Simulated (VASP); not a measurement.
Ti, 1 atom in the cell. Symmetry: Fm-3m, No. 225, cubic system. The conventional cell has a = 4.005 Å, b = 4.005 Å, c = 4.005 Å, α = 90.00°, β = 90.00°, γ = 90.00°. Ti (site symmetry m-3m) has 12 Ti at 2.83 Å within 3.7 Å. 

| Property | Result |
| --- | --- |
| Program | VASP 6.6.1 |
| Task | single point |
| Functional | LDA |
| Potentials or basis | VASP PAW LDA potentials, release 64 (Ti_sv) |
| Cutoff | 520 eV |
| k mesh | 12 × 12 × 12 |
| Occupations | methfessel-paxton, width 0.05 eV |
| Spin | no spin polarisation |
| Dipole correction | no |
| Further INCAR settings | ALGO = Normal; EDIFF = 1e-07; NBANDS = 12 |

Potentials or basis: VASP PAW LDA potentials, release 64 (Ti_sv).

The run is started by

```console
$ cat potpaw_LDA.64/Ti_sv/POTCAR > POTCAR
$ mpirun -np 1 vasp_std > vasp.out
```

Hardware: 1 thread of Intel Xeon 8259CL, with other jobs on the host.

Q: How long does it take, and how much memory?

A: Run time: 17 s on 1 thread of Intel Xeon 8259CL, on a shared host, peak memory 0.13 GiB. Counts: scf iterations 13, k points 72.
